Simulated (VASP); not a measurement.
# Si (P6/mmm) in VASP: further runs

The runs below take Si through single point, with PBE.

All numbers are computed with VASP 6.6.1; they aren't measurements. Logs are shortened: lines on timing, memory, paths and dates and some standing lists are left out, and cuts for length are marked.

## (1) The cell of the first run

Symmetry: P6/mmm, No. 191, hexagonal system. The conventional cell has a = 2.422 Å, b = 2.422 Å, c = 2.274 Å, α = 90.00°, β = 90.00°, γ = 120.00°. Si (site symmetry 6/mmm) has 8 Si at 2.27 to 2.42 Å within 3.0 Å.

## (2) Single point, PBE

File INCAR:

```
PREC = Accurate
ENCUT = 500
EDIFF = 1E-6
ISMEAR = -1
SIGMA = 0.1
LREAL = False
LASPH = True
NELM = 120
ALGO = Normal
ISIF = 2
LWAVE = False
LCHARG = False
GGA = PE
NBANDS = 8
GGA_COMPAT = False
```

File KPOINTS:

```
regular mesh
0
Gamma
  10 10 10
```

File POSCAR:

```
Si
1.0
    2.4215835958      0.0000000000      0.0000000000
   -1.2107917979      2.0971527241      0.0000000000
    0.0000000000      0.0000000000      2.2740078642
Si
1
Direct
    0.0000000000      0.0000000000      0.0000000000
```

Potentials or basis: VASP PAW PBE potentials, release 64 (Si).

Run with:

```bash
> cat potpaw_PBE.64/Si/POTCAR > POTCAR
> mpirun -np 1 vasp_std > vasp.out
```

OUTCAR:

```text
PREC = Accurate
   ENCUT = 500
   EDIFF = 1E-6
   ISMEAR = -1
   LREAL = False
   LASPH = True
   NELM = 120
   ISIF = 2
   GGA = PE

 ion  position               nearest neighbor table
   1  0.000  0.000  0.000-

  LATTYP: Found a hexagonal cell.
 ALAT       =     2.4215835958
 C/A-ratio  =     0.9390581717

  Lattice vectors:

 A1 = (   2.4215835958,   0.0000000000,   0.0000000000)
 A2 = (  -1.2107917979,   2.0971527241,   0.0000000000)
 A3 = (   0.0000000000,   0.0000000000,   2.2740078642)

Analysis of symmetry for initial positions (statically):
=====================================================================
 Subroutine PRICEL returns:
 Original cell was already a primitive cell.

 Routine SETGRP: Setting up the symmetry group for a
 hexagonal supercell.

 Subroutine GETGRP returns: Found 24 space group operations
 (whereof 24 operations were pure point group operations)
 out of a pool of 24 trial point group operations.

The static configuration has the point symmetry D_6h.

Analysis of symmetry for dynamics (positions and initial velocities):
=====================================================================
 Subroutine PRICEL returns:
 Original cell was already a primitive cell.

 Routine SETGRP: Setting up the symmetry group for a
 hexagonal supercell.

 Subroutine GETGRP returns: Found 24 space group operations
 (whereof 24 operations were pure point group operations)
 out of a pool of 24 trial point group operations.

The dynamic configuration has the point symmetry D_6h.

 Subroutine INISYM returns: Found 24 space group operations
 (whereof 24 operations are pure point group operations),
 and found     1 'primitive' translations

----------------------------------------------------------------------------------------

                                     Primitive cell

  volume of cell :      11.5484

  direct lattice vectors                    reciprocal lattice vectors
     2.421583596  0.000000000  0.000000000     0.412952913  0.238418497  0.000000000
    -1.210791798  2.097152724  0.000000000     0.000000000  0.476836994  0.000000000
     0.000000000  0.000000000  2.274007864     0.000000000  0.000000000  0.439752217

  length of vectors
     2.421583596  2.421583434  2.274007864     0.476836962  0.476836994  0.439752217

  position of ions in fractional coordinates (direct lattice)
     0.000000000  0.000000000  0.000000000

  ion indices of the primitive-cell ions
   primitive index   ion index
                 1           1

----------------------------------------------------------------------------------------

 KPOINTS: regular mesh

Automatic generation of k-mesh.
 Grid dimensions read from file:
 generate k-points for:   10   10   10

 Generating k-lattice:

  Cartesian coordinates                     Fractional coordinates (reciprocal lattice)
     0.041295291  0.023841850  0.000000000     0.100000000  0.000000000  0.000000000
     0.000000000  0.047683699  0.000000000     0.000000000  0.100000000  0.000000000
     0.000000000  0.000000000  0.043975222     0.000000000  0.000000000  0.100000000

  Length of vectors
     0.047683696  0.047683699  0.043975222

  Shift w.r.t. Gamma in fractional coordinates (k-lattice)
     0.000000000  0.000000000  0.000000000

 Subroutine IBZKPT returns following result:
 ===========================================

 Found     84 irreducible k-points:

 Following reciprocal coordinates:
            Coordinates               Weight
  0.000000  0.000000  0.000000      1.000000
  0.100000 -0.000000  0.000000      6.000000
  0.200000 -0.000000  0.000000      6.000000
  0.300000  0.000000  0.000000      6.000000
  0.400000 -0.000000  0.000000      6.000000
  0.500000  0.000000  0.000000      3.000000
[... 16 lines left out ...]
  0.300000  0.100000  0.100000     24.000000
  0.400000  0.100000  0.100000     24.000000
 [... further k-points ...]
   k-points           NKPTS =     84   k-points in BZ     NKDIM =     84   number of bands    NBANDS=      8
   number of dos      NEDOS =    301   number of ions     NIONS =      1
   total plane-waves  NPLWV =   5832
   dimension x,y,z NGX =    18 NGY =   18 NGZ =   18
   dimension x,y,z NGXF=    36 NGYF=   36 NGZF=   36
   ions per type =               1
   NGX,Y,Z   is equivalent  to a cutoff of  12.36, 12.36, 13.16 a.u.
   NGXF,Y,Z  is equivalent  to a cutoff of  24.71, 24.71, 26.32 a.u.
 SYSTEM =  unknown system
   PREC   = accura    normal or accurate (medium, high low for compatibility)
   ISTART =      0    job   : 0-new  1-cont  2-samecut
   ICHARG =      2    charge: 1-file 2-atom 10-const
   ISPIN  =      1    spin polarized calculation?
   LNONCOLLINEAR =      F non collinear calculations
   LSORBIT =      F    spin-orbit coupling
   LASPH  =      T    aspherical Exc in radial PAW
   ENCUT  =  500.0 eV  36.75 Ry    6.06 a.u.   4.42  4.42  4.15*2*pi/ulx,y,z
   NELM   =    120;   NELMIN=  2; NELMDL= -5     # of ELM steps
   EDIFF  = 0.1E-05   stopping-criterion for ELM
   LREAL  =      F    real-space projection
   EDIFFG = 0.1E-04   stopping-criterion for IOM
   NSW    =      0    number of steps for IOM
   IBRION =     -1    ionic relax: 0-MD 1-quasi-New 2-CG
   NFREE  =      0    steps in history (QN), initial steepest desc. (CG)
   ISIF   =      2    stress and relaxation
   ISYM   =      2    0-nonsym 1-usesym 2-fastsym
   POTIM  = 0.5000    time-step for ionic-motion
   TEBEG  =    0.0;   TEEND  =   0.0 temperature during run
   PSTRESS=    0.0 pullay stress
   NELECT =       4.0000    total number of electrons
   NUPDOWN=      -1.0000    fix difference up-down
   EMIN   =  10.00;   EMAX   =-10.00  energy-range for DOS
   EFERMI =   0.00;   METHOD = LEGACY
   ISMEAR =    -1;   SIGMA  =   0.10  broadening in eV -4-tet -1-fermi 0-gaus
   EFERMI_NEDOS =   21; number of points for ismear=-14 and -15
   IALGO  =     38    algorithm
   IMIX   =      4    mixing-type and parameters
     AMIX     =   0.40;   BMIX     =  1.00
     AMIX_MAG =   1.60;   BMIX_MAG =  1.00
  volume/ion in A,a.u.               =      11.55        77.93
  Fermi-wavevector in a.u.,A,eV,Ry     =   1.149708  2.172634 17.984578  1.321829
  Thomas-Fermi vector in A             =   2.286376
   LORBIT       =      0    0 simple, 1 ext, 2 COOP (PROOUT), +10 PAW based schemes
   GGA     = PE    functional components
   LHFCALC =     F    Hartree Fock is set to
   AEXX    =    0.0000 exact exchange contribution
   IVDW    =     0    specifies the selected vdW correction
   LEPSILON=     F    determine dielectric tensor
   LRPA    =     F    only Hartree local field effects (RPA)
 non-spin polarized calculation
  energy-cutoff  :      500.00
  volume of cell :       11.55
 maximum number of plane-waves:       308
 NGX is ok and might be reduce to    18
   NGX =  9   NGY =  9   NGZ =  9

 number of electron       4.0000000 magnetization

 Free energy of the ion-electron system (eV)
  ---------------------------------------------------
  ext. energy  EPLUGINS =         0.00000000
  ---------------------------------------------------
  free energy    TOTEN  =        -4.66172788 eV

  energy without entropy =       -4.65025997  energy(sigma->0) =       -4.65599393

 E-fermi :  13.1324     XC(G=0): -12.0658

 val. band max:       13.1124135165   @ k =   0.2000   0.2000   0.1000
 cond. band min:      13.1492637663   @ k =   0.3000   0.3000   0.5000
 fundamental gap:      0.0368502498
 Fermi energy:        13.1324165001

 k-point     1 :       0.0000    0.0000    0.0000
  band No.  band energies     occupation
      1      -3.3531      2.00000
      2      20.7775      0.00000
      3      23.0304      0.00000
      4      26.3152      0.00000
      5      26.3152      0.00000
      6      26.3542      0.00000
      7      26.3542      0.00000
      8      32.2783      0.00000

 k-point     2 :       0.1000   -0.0000    0.0000
  band No.  band energies     occupation
      1      -3.0234      2.00000
      2      19.9610      0.00000
      3      22.9225      0.00000
      4      23.2998      0.00000
      5      23.8573      0.00000
      6      27.5347      0.00000
      7      29.3695      0.00000
      8      35.3903      0.00000

 k-point     3 :       0.2000   -0.0000    0.0000
  band No.  band energies     occupation
      1      -2.0381      2.00000
      2      16.3587      0.00000
      3      21.3466      0.00000
      4      21.9384      0.00000
      5      24.1087      0.00000
      6      27.9601      0.00000
      7      32.9438      0.00000
      8      38.9804      0.00000

 k-point     4 :       0.3000    0.0000    0.0000
  band No.  band energies     occupation
      1      -0.4088      2.00000
      2      12.0667      1.99995
      3      20.5626      0.00000
      4      20.5732      0.00000
      5      25.4577      0.00000
      6      29.1439      0.00000
      7      35.9356      0.00000
      8      36.9836      0.00000

 k-point     5 :       0.4000   -0.0000    0.0000
  band No.  band energies     occupation
      1       1.8464      2.00000
      2       8.1292      2.00000
      3      19.7566      0.00000
      4      20.0022      0.00000
      5      27.3437      0.00000
      6      31.1706      0.00000
      7      32.6548      0.00000
      8      37.0847      0.00000
[... 177 lines left out ...]
 k-point    22 :       0.2000    0.1000    0.1000
  band No.  band energies     occupation
      1      -0.7840      2.00000
      2      14.5455      0.00000
      3      17.3102      0.00000
      4      21.1536      0.00000
      5      26.6924      0.00000
      6      30.7013      0.00000
      7      33.9197      0.00000
      8      35.6647      0.00000

 k-point    23 :       0.3000    0.1000    0.1000
  band No.  band energies     occupation
      1       1.1549      2.00000
      2      10.5054      2.00000
      3      16.3347      0.00000
      4      22.2276      0.00000
      5      26.0596      0.00000
      6      31.8621      0.00000
      7      33.0647      0.00000
      8      36.4969      0.00000

 k-point    24 :       0.4000    0.1000    0.1000
  band No.  band energies     occupation
      1       3.7050      2.00000
      2       6.8408      2.00000
      3      15.8225      0.00000
      4      23.2567      0.00000
      5      26.3943      0.00000
      6      28.9840      0.00000
      7      35.4473      0.00000
      8      36.2536      0.00000

 [... further k-points ...]

------------------------ aborting loop because EDIFF is reached ----------------------------------------

  FORCE on cell =-STRESS in cart. coord.  units (eV):
  Direction    XX          YY          ZZ          XY          YZ          ZX
  --------------------------------------------------------------------------------------
  -------------------------------------------------------------------------------------
  Total        3.9134171      3.9134164      3.5616926      0.0000000      0.0000000      0.0000000
  in kB      542.9317447    542.9316477    494.1349014      0.0000000      0.0000000      0.0000000
  external PRESSURE =     526.6660979 kB  Pullay stress =       0.0000000 kB

 VOLUME and BASIS-vectors are now :
 -----------------------------------------------------------------------------
  energy-cutoff  :      500.00
  volume of cell :       11.55
      direct lattice vectors                 reciprocal lattice vectors
     2.421583596  0.000000000  0.000000000     0.412952913  0.238418497  0.000000000
    -1.210791798  2.097152724  0.000000000     0.000000000  0.476836994  0.000000000
     0.000000000  0.000000000  2.274007864     0.000000000  0.000000000  0.439752217

 POSITION                                       TOTAL-FORCE (eV/Angst)
 -----------------------------------------------------------------------------------
      0.00000      0.00000      0.00000         0.000000      0.000000      0.000000
 -----------------------------------------------------------------------------------
    total drift:                                0.000000      0.000000     -0.000000

  FREE ENERGIE OF THE ION-ELECTRON SYSTEM (eV)
  ---------------------------------------------------
  free  energy   TOTEN  =        -4.6617278839 eV

  energy  without entropy=       -4.6502599712  energy(sigma->0) =       -4.65599393
```

It took 4.3 s on 1 thread of AMD EPYC 7R13 (Zen 3), shared host; peak memory 0.08 GiB.

What came out:

```yaml
Free_energy: -4.6617 eV
Pressure: 52.7 GPa
Band_gap_on_the_k_mesh: zero (band 2 reaches 20.78 eV, above the bottom of band 3 at 8.53 eV)
```

Levels at points of the mesh, in eV from the Fermi level:
```
           k point  band 1  band 2  band 3  band 4  band 5  band 6  band 7
(0.00, 0.00, 0.00)  -16.49    7.65    9.90   13.18   13.18   13.22   13.22
(0.50, 0.00, 0.00)   -8.48   -8.37    6.35    6.66   16.51   16.73   20.34
(0.00, 0.00, 0.50)  -10.24   -9.02   16.61   16.61   18.34   18.34   18.35
(0.50, 0.00, 0.50)   -3.52   -2.56   -1.09    0.29   11.32   13.36   15.26
```

## (3) Single point, PBE

This run uses another cell than the first one, of 12.07 Å³/atom, 1.045 times its volume.

File INCAR:

```
PREC = Accurate ; ENCUT = 500
EDIFF = 1E-6 ; ISMEAR = -1
SIGMA = 0.1 ; LREAL = F
LASPH = T ; NELM = 120
ALGO = Normal ; ISIF = 2
LWAVE = F ; LCHARG = F
GGA = PE ; NBANDS = 8
GGA_COMPAT = F
```

File KPOINTS:

```
Automatic mesh
0
Gamma
  10 10 10
```

File POSCAR:

```
Si
1.0
    2.4577319639      0.0000000000      0.0000000000
   -1.2288659819      2.1284581264      0.0000000000
    0.0000000000      0.0000000000      2.3079532846
Si
1
Direct
    0.0000000000      0.0000000000      0.0000000000
```

Potentials or basis: VASP PAW PBE potentials, release 64 (Si).

Run with:

```bash
> cat potpaw_PBE.64/Si/POTCAR > POTCAR
> mpirun -np 1 vasp_std > vasp.out
```

It took 4.3 s on 1 thread of AMD EPYC 7R13 (Zen 3), shared host; peak memory 0.08 GiB.

It converged, with:

| Property | Result |
| --- | --- |
| Free energy | -4.8130 eV |
| Pressure | 40.1 GPa |
| Band gap on the k mesh | zero (band 2 reaches 20.07 eV, above the bottom of band 3 at 7.90 eV) |

Stress tensor (GPa, compression positive):
```
42.11  0.00  0.00
 0.00 42.11  0.00
 0.00  0.00 35.94
```

Levels at points of the mesh, in eV from the Fermi level:
```
           k point  band 1  band 2  band 3  band 4  band 5
(0.00, 0.00, 0.00)  -16.02    7.62    9.53   12.61   12.61
(0.50, 0.00, 0.00)   -8.23   -8.16    6.10    6.63   15.80
(0.00, 0.00, 0.50)  -10.04   -8.66   16.30   16.30   17.45
(0.50, 0.00, 0.50)   -3.42   -2.48   -1.23    0.53   10.81
```

## (4) Single point, PBE

This run uses another cell than the first one, of 12.60 Å³/atom, 1.091 times its volume.

File INCAR:

```
PREC = Accurate
ENCUT = 500
EDIFF = 1E-6
ISMEAR = -1
SIGMA = 0.1
LREAL = F
LASPH = T
NELM = 120
ALGO = Normal
ISIF = 2
LWAVE = F
LCHARG = F
GGA = PE
NBANDS = 8
GGA_COMPAT = F
```

KPOINTS is that of step 3.

File POSCAR:

```
Si
1.0
    2.4928471647      0.0000000000      0.0000000000
   -1.2464235824      2.1588687797      0.0000000000
    0.0000000000      0.0000000000      2.3409285010
Si
1
Direct
    0.0000000000      0.0000000000      0.0000000000
```

Run with:

```bash
> cat potpaw_PBE.64/Si/POTCAR > POTCAR
> mpirun -np 1 vasp_std > vasp.out
```

Wall time 4.4 s (1 thread of AMD EPYC 7R13 (Zen 3), shared host); peak memory 0.08 GiB.

Results (log left out):

| Quantity | Value |
| --- | --- |
| Free energy | -4.9266 eV |
| Pressure | 29.6 GPa |
| Band gap on the k mesh | zero (band 2 reaches 19.41 eV, above the bottom of band 3 at 7.48 eV) |

Stress tensor (GPa, compression positive):
```
31.98  0.00  0.00
 0.00 31.98  0.00
 0.00  0.00 24.76
```

Levels at points of the mesh, in eV from the Fermi level:
```
           k point  band 1  band 2  band 3  band 4  band 5  band 6
(0.00, 0.00, 0.00)  -15.60    7.60    9.19   12.07   12.07   12.85
(0.50, 0.00, 0.00)   -8.10   -7.86    5.87    6.60   15.13   16.16
(0.00, 0.00, 0.50)   -9.86   -8.34   16.00   16.00   16.62   16.62
(0.50, 0.00, 0.50)   -3.31   -2.41   -1.37    0.75   10.34   13.00
```

## (5) Summary

| cell | gap on the mesh (eV) | pressure (GPa) |
| --- | --- | --- |
| a = 2.422, b = 2.422, c = 2.274 Å, angles 90.0, 90.0, 120.0°, 1 atom | none | 52.7 |
| a = 2.458, b = 2.458, c = 2.308 Å, angles 90.0, 90.0, 120.0°, 1 atom | none | 40.1 |
| a = 2.493, b = 2.493, c = 2.341 Å, angles 90.0, 90.0, 120.0°, 1 atom | none | 29.6 |

Alike in all rows: task single point; level PBE; potentials or basis VASP PAW PBE potentials, release 64 (Si); no spin polarisation; k mesh 10 × 10 × 10; cutoff (eV) 500; smearing fermi-dirac 0.1 eV.

Absolute energies hang on the potentials; compare differences alone.
